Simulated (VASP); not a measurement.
# Rh (Fm-3m) in VASP: notebook

Runs on Rh. Level: LDA. Tasks: single point.

Program: VASP 6.6.1. These are calculated values, not measurements. Logs are shortened: lines on timing, memory, paths and dates and some standing lists are left out, and cuts for length are marked.

### 1 The cell of the first run

It takes space group Fm-3m (No. 225, cubic). Conventional cell: a = 3.746 Å, b = 3.746 Å, c = 3.746 Å, α = 90.00°, β = 90.00°, γ = 90.00°. Rh (site symmetry m-3m) has 12 Rh at 2.65 Å within 3.5 Å.

### 2 Single point, LDA

Input file INCAR:

```
SYSTEM = Rh
ALGO = Normal
EDIFF = 1E-6
ENCUT = 530
GGA = CA
GGA_COMPAT = .FALSE.
ISIF = 2
ISMEAR = 0
LASPH = .TRUE.
LCHARG = .TRUE.
LELF = .TRUE.
LREAL = .FALSE.
LVHAR = .TRUE.
LWAVE = .FALSE.
NBANDS = 14
NELM = 120
PREC = Accurate
SIGMA = 0.1
```

Input file KPOINTS:

```
k-points
0
G
  9 9 9
  0 0 0
```

Input file POSCAR:

```
Rh
1.0
    0.0000000000      1.8731347179      1.8731347179
    1.8731347179      0.0000000000      1.8731347179
    1.8731347179      1.8731347179      0.0000000000
Rh
1
Direct
    0.0000000000      0.0000000000      0.0000000000
```

Potentials or basis: VASP PAW LDA potentials, release 64 (Rh_sv_GW).

Command:

```
$ cat potpaw_LDA.64/Rh_sv_GW/POTCAR > POTCAR
$ mpirun -np 1 vasp_std > vasp.out
```

OUTCAR:

```text
SYSTEM = Rh
   EDIFF = 1E-6
   ENCUT = 530
   GGA = CA
   ISIF = 2
   ISMEAR = 0
   LASPH = .TRUE.
   LREAL = .FALSE.
   NELM = 120
   PREC = Accurate

 ion  position               nearest neighbor table
   1  0.000  0.000  0.000-

  LATTYP: Found a face centered cubic cell.
 ALAT       =     3.7462694358

  Lattice vectors:

 A1 = (   0.0000000000,   1.8731347179,   1.8731347179)
 A2 = (   1.8731347179,   0.0000000000,   1.8731347179)
 A3 = (   1.8731347179,   1.8731347179,   0.0000000000)

Analysis of symmetry for initial positions (statically):
=====================================================================
 Subroutine PRICEL returns:
 Original cell was already a primitive cell.

 Routine SETGRP: Setting up the symmetry group for a
 face centered cubic supercell.

 Subroutine GETGRP returns: Found 48 space group operations
 (whereof 48 operations were pure point group operations)
 out of a pool of 48 trial point group operations.

The static configuration has the point symmetry O_h .

Analysis of symmetry for dynamics (positions and initial velocities):
=====================================================================
 Subroutine PRICEL returns:
 Original cell was already a primitive cell.

 Routine SETGRP: Setting up the symmetry group for a
 face centered cubic supercell.

 Subroutine GETGRP returns: Found 48 space group operations
 (whereof 48 operations were pure point group operations)
 out of a pool of 48 trial point group operations.

The dynamic configuration has the point symmetry O_h .

 Subroutine INISYM returns: Found 48 space group operations
 (whereof 48 operations are pure point group operations),
 and found     1 'primitive' translations

----------------------------------------------------------------------------------------

                                     Primitive cell

  volume of cell :      13.1443

  direct lattice vectors                    reciprocal lattice vectors
     0.000000000  1.873134718  1.873134718    -0.266932215  0.266932215  0.266932215
     1.873134718  0.000000000  1.873134718     0.266932215 -0.266932215  0.266932215
     1.873134718  1.873134718  0.000000000     0.266932215  0.266932215 -0.266932215

  length of vectors
     2.649012522  2.649012522  2.649012522     0.462340159  0.462340159  0.462340159

  position of ions in fractional coordinates (direct lattice)
     0.000000000  0.000000000  0.000000000

  ion indices of the primitive-cell ions
   primitive index   ion index
                 1           1

----------------------------------------------------------------------------------------

 KPOINTS: k-points

Automatic generation of k-mesh.
 Grid dimensions read from file:
 generate k-points for:    9    9    9

 Generating k-lattice:

  Cartesian coordinates                     Fractional coordinates (reciprocal lattice)
    -0.029659135  0.029659135  0.029659135     0.111111111  0.000000000  0.000000000
     0.029659135 -0.029659135  0.029659135     0.000000000  0.111111111  0.000000000
     0.029659135  0.029659135 -0.029659135     0.000000000  0.000000000  0.111111111

  Length of vectors
     0.051371129  0.051371129  0.051371129

  Shift w.r.t. Gamma in fractional coordinates (k-lattice)
     0.000000000  0.000000000  0.000000000

 Subroutine IBZKPT returns following result:
 ===========================================

 Found     35 irreducible k-points:

 Following reciprocal coordinates:
            Coordinates               Weight
  0.000000  0.000000  0.000000      1.000000
  0.111111  0.000000  0.000000      8.000000
  0.222222  0.000000  0.000000      8.000000
  0.333333  0.000000  0.000000      8.000000
  0.444444  0.000000  0.000000      8.000000
  0.111111  0.111111  0.000000      6.000000
[... 16 lines left out ...]
 -0.333333  0.333333  0.000000     12.000000
  0.444444  0.444444  0.000000      6.000000
 [... further k-points ...]
   k-points           NKPTS =     35   k-points in BZ     NKDIM =     35   number of bands    NBANDS=     14
   number of dos      NEDOS =    301   number of ions     NIONS =      1
   total plane-waves  NPLWV =   8000
   dimension x,y,z NGX =    20 NGY =   20 NGZ =   20
   dimension x,y,z NGXF=    40 NGYF=   40 NGZF=   40
   ions per type =               1
   NGX,Y,Z   is equivalent  to a cutoff of  12.55, 12.55, 12.55 a.u.
   NGXF,Y,Z  is equivalent  to a cutoff of  25.10, 25.10, 25.10 a.u.
 SYSTEM =  Rh
   PREC   = accura    normal or accurate (medium, high low for compatibility)
   ISTART =      0    job   : 0-new  1-cont  2-samecut
   ICHARG =      2    charge: 1-file 2-atom 10-const
   ISPIN  =      1    spin polarized calculation?
   LNONCOLLINEAR =      F non collinear calculations
   LSORBIT =      F    spin-orbit coupling
   LASPH  =      T    aspherical Exc in radial PAW
   ENCUT  =  530.0 eV  38.95 Ry    6.24 a.u.   4.97  4.97  4.97*2*pi/ulx,y,z
   NELM   =    120;   NELMIN=  2; NELMDL= -5     # of ELM steps
   EDIFF  = 0.1E-05   stopping-criterion for ELM
   LREAL  =      F    real-space projection
   EDIFFG = 0.1E-04   stopping-criterion for IOM
   NSW    =      0    number of steps for IOM
   IBRION =     -1    ionic relax: 0-MD 1-quasi-New 2-CG
   NFREE  =      0    steps in history (QN), initial steepest desc. (CG)
   ISIF   =      2    stress and relaxation
   ISYM   =      2    0-nonsym 1-usesym 2-fastsym
   POTIM  = 0.5000    time-step for ionic-motion
   TEBEG  =    0.0;   TEEND  =   0.0 temperature during run
   PSTRESS=    0.0 pullay stress
   NELECT =      17.0000    total number of electrons
   NUPDOWN=      -1.0000    fix difference up-down
   EMIN   =  10.00;   EMAX   =-10.00  energy-range for DOS
   EFERMI =   0.00;   METHOD = LEGACY
   ISMEAR =     0;   SIGMA  =   0.10  broadening in eV -4-tet -1-fermi 0-gaus
   EFERMI_NEDOS =   21; number of points for ismear=-14 and -15
   IALGO  =     38    algorithm
   IMIX   =      4    mixing-type and parameters
     AMIX     =   0.40;   BMIX     =  1.00
     AMIX_MAG =   1.60;   BMIX_MAG =  1.00
  volume/ion in A,a.u.               =      13.14        88.70
  Fermi-wavevector in a.u.,A,eV,Ry     =   1.783660  3.370629 43.286170  3.181444
  Thomas-Fermi vector in A             =   2.847803
   LORBIT       =      0    0 simple, 1 ext, 2 COOP (PROOUT), +10 PAW based schemes
   GGA     = CA    functional components
   LHFCALC =     F    Hartree Fock is set to
   AEXX    =    0.0000 exact exchange contribution
   IVDW    =     0    specifies the selected vdW correction
   LEPSILON=     F    determine dielectric tensor
   LRPA    =     F    only Hartree local field effects (RPA)
 non-spin polarized calculation
 Gauss-broadening in eV      SIGMA  =   0.10
  energy-cutoff  :      530.00
  volume of cell :       13.14
 maximum number of plane-waves:       375
   NGX =  9   NGY =  9   NGZ =  9

 number of electron      16.9999995 magnetization

 Free energy of the ion-electron system (eV)
  ---------------------------------------------------
  ext. energy  EPLUGINS =         0.00000000
  ---------------------------------------------------
  free energy    TOTEN  =        -7.82204820 eV

  energy without entropy =       -7.81691661  energy(sigma->0) =       -7.81948241

 E-fermi :  11.3115     XC(G=0): -14.7158

 val. band max:       11.2237143351   @ k =   0.3333   0.2222   0.0000
 cond. band min:      11.3115795710   @ k =  -0.3333   0.3333   0.0000
 fundamental gap:      0.0878652359
 Fermi energy:        11.3115164016

 k-point     1 :       0.0000    0.0000    0.0000
  band No.  band energies     occupation
      1     -67.2218      2.00000
      2     -34.8524      2.00000
      3     -34.8524      2.00000
      4     -34.8524      2.00000
      5       3.0318      2.00000
      6       8.0512      2.00000
      7       8.0512      2.00000
      8       8.0512      2.00000
      9      10.3182      2.00000
     10      10.3182      2.00000
     11      27.0979      0.00000
     12      32.6131      0.00000
     13      32.6131      0.00000
     14      32.6131      0.00000

 k-point     2 :       0.1111    0.0000    0.0000
  band No.  band energies     occupation
      1     -67.2055      2.00000
      2     -34.9584      2.00000
      3     -34.8668      2.00000
      4     -34.8668      2.00000
      5       3.5343      2.00000
      6       7.8406      2.00000
      7       8.2408      2.00000
      8       8.2408      2.00000
      9      10.2203      2.00000
     10      10.2203      2.00000
     11      27.8291      0.00000
     12      30.6073      0.00000
     13      33.3815      0.00000
     14      33.3815      0.00000

 k-point     3 :       0.2222    0.0000    0.0000
  band No.  band energies     occupation
      1     -67.1640      2.00000
      2     -35.2216      2.00000
      3     -34.9029      2.00000
      4     -34.9029      2.00000
      5       4.6449      2.00000
      6       7.7509      2.00000
      7       8.4592      2.00000
      8       8.4592      2.00000
      9      10.3351      2.00000
     10      10.3351      2.00000
     11      27.4739      0.00000
     12      28.9321      0.00000
     13      35.4056      0.00000
     14      35.4056      0.00000
[... 324 lines left out ...]
 k-point    23 :      -0.3333    0.3333    0.0000
  band No.  band energies     occupation
      1     -67.0460      2.00000
      2     -35.4445      2.00000
      3     -35.4390      2.00000
      4     -35.0632      2.00000
      5       5.9307      2.00000
      6       6.9582      2.00000
      7       8.2386      2.00000
      8      10.0332      2.00000
      9      11.3116      0.99929
     10      18.2371      0.00000
     11      21.6751      0.00000
     12      23.7894      0.00000
     13      30.2430      0.00000
     14      31.7093      0.00000

 k-point    24 :       0.4444    0.4444    0.0000
  band No.  band energies     occupation
      1     -67.0403      2.00000
      2     -35.6503      2.00000
      3     -35.1615      2.00000
      4     -35.1615      2.00000
      5       4.6874      2.00000
      6       5.0517      2.00000
      7      11.9276      0.00000
      8      12.2450      0.00000
      9      12.2450      0.00000
     10      13.9943      0.00000
     11      24.9787      0.00000
     12      25.1950      0.00000
     13      25.1950      0.00000
     14      34.9466      0.00000

 [... further k-points ...]

------------------------ aborting loop because EDIFF is reached ----------------------------------------

  FORCE on cell =-STRESS in cart. coord.  units (eV):
  Direction    XX          YY          ZZ          XY          YZ          ZX
  --------------------------------------------------------------------------------------
  -------------------------------------------------------------------------------------
  Total        0.0008004      0.0008004      0.0008004      0.0000000      0.0000000      0.0000000
  in kB        0.0975638      0.0975638      0.0975638      0.0000000      0.0000000      0.0000000
  external PRESSURE =       0.0975638 kB  Pullay stress =       0.0000000 kB

 VOLUME and BASIS-vectors are now :
 -----------------------------------------------------------------------------
  energy-cutoff  :      530.00
  volume of cell :       13.14
      direct lattice vectors                 reciprocal lattice vectors
     0.000000000  1.873134718  1.873134718    -0.266932215  0.266932215  0.266932215
     1.873134718  0.000000000  1.873134718     0.266932215 -0.266932215  0.266932215
     1.873134718  1.873134718  0.000000000     0.266932215  0.266932215 -0.266932215

 POSITION                                       TOTAL-FORCE (eV/Angst)
 -----------------------------------------------------------------------------------
      0.00000      0.00000      0.00000         0.000000      0.000000      0.000000
 -----------------------------------------------------------------------------------
    total drift:                                0.000000     -0.000000     -0.000000

  FREE ENERGIE OF THE ION-ELECTRON SYSTEM (eV)
  ---------------------------------------------------
  free  energy   TOTEN  =        -7.8220482033 eV

  energy  without entropy=       -7.8169166110  energy(sigma->0) =       -7.81948241
```

Run time: 3.7 s. Hardware: 1 thread of Intel Xeon 6975P-C (Granite Rapids), shared host; peak memory 0.13 GiB.

Results:

* Free energy: -7.8220 eV
* Pressure: 0.0 GPa

Levels at points of the mesh, in eV from the Fermi level:
```csv
k point,band 7,band 8,band 9,band 10,band 11,band 12
"(0.00, 0.00, 0.00)",-3.26,-3.26,-0.99,-0.99,15.79,21.30
```

### 3 Single point, LDA

This run uses another cell than the first one, of 12.99 Å³/atom, 0.988 times its volume.

Input file INCAR:

```
ALGO = Normal ; EDIFF = 1E-6
ENCUT = 530 ; GGA = CA
GGA_COMPAT = F ; ISIF = 2
ISMEAR = 0 ; LASPH = T
LCHARG = F ; LREAL = F
LWAVE = F ; NBANDS = 14
NELM = 120 ; PREC = Accurate
SIGMA = 0.1
```

Input file KPOINTS:

```
k-points
0
Gamma
  9 9 9
```

Input file POSCAR:

```
Rh
1.0
    0.0000000000      1.8657635431      1.8657635431
    1.8657635431      0.0000000000      1.8657635431
    1.8657635431      1.8657635431      0.0000000000
Rh
1
Direct
    0.0000000000      0.0000000000      0.0000000000
```

Potentials or basis: VASP PAW LDA potentials, release 64 (Rh_sv_GW).

Command:

```
$ cat potpaw_LDA.64/Rh_sv_GW/POTCAR > POTCAR
$ mpirun -np 1 vasp_std > vasp.out
```

Wall time 5.4 s (1 thread of Intel Xeon Platinum 8375C at 2.90GHz (Ice Lake), shared host); peak memory 0.13 GiB.

It converged, with:

- Free energy: -7.8170 eV
- Pressure: 4.0 GPa

Levels at points of the mesh, in eV from the Fermi level:
```csv
k point,band 6,band 7,band 8,band 9,band 10,band 11,band 12,band 13
"(0.00, 0.00, 0.00)",-3.32,-3.32,-3.32,-1.01,-1.01,15.77,21.35,21.35
```

### 4 Single point, LDA

This run uses another cell than the first one, of 12.92 Å³/atom, 0.983 times its volume.

Input file INCAR:

```
ALGO = Normal
EDIFF = 1E-6
ENCUT = 530
GGA_COMPAT = F
ISIF = 2
ISMEAR = 0
LASPH = T
LCHARG = F
LREAL = F
LWAVE = F
NBANDS = 14
NELM = 120
PREC = Accurate
SIGMA = 0.1
```

KPOINTS is that of step 3.

Input file POSCAR:

```
Rh
1.0
    0.0000000000      1.8622439995      1.8622439995
    1.8622439995      0.0000000000      1.8622439995
    1.8622439995      1.8622439995      0.0000000000
Rh
1
Direct
    0.0000000000      0.0000000000      0.0000000000
```

Command:

```
$ cat potpaw_LDA.64/Rh_sv_GW/POTCAR > POTCAR
$ mpirun -np 1 vasp_std > vasp.out
```

Wall time 5 s (1 thread of AMD EPYC 9R45 (Zen 5), shared host); peak memory 0.1 GiB.

The run converged. Its results:

* Free energy: -7.8135 eV
* Pressure: 6.0 GPa

Levels at points of the mesh, in eV from the Fermi level:
```
           k point  band 5  band 6  band 7  band 8  band 9  band 10  band 11  band 12  band 13  band 14
(0.00, 0.00, 0.00)   -8.41   -3.35   -3.35   -3.35   -1.02    -1.02    15.76    21.37    21.37    21.37
```

### 5 The runs side by side

| cell | gap on the mesh (eV) | pressure (GPa) |
| --- | --- | --- |
| a = 2.649 Å, angles 60.0°, 1 atom | none | 0.0 |
| a = 2.639 Å, angles 60.0°, 1 atom | none | 4.0 |
| a = 2.634 Å, angles 60.0°, 1 atom | none | 6.0 |

Alike in all rows: task single point; level LDA; potentials or basis VASP PAW LDA potentials, release 64 (Rh_sv_GW); no spin polarisation; k mesh 9 × 9 × 9; cutoff (eV) 530; smearing gaussian 0.1 eV.

Total energies depend on the potentials used, so only differences within one code and one set of settings carry meaning.
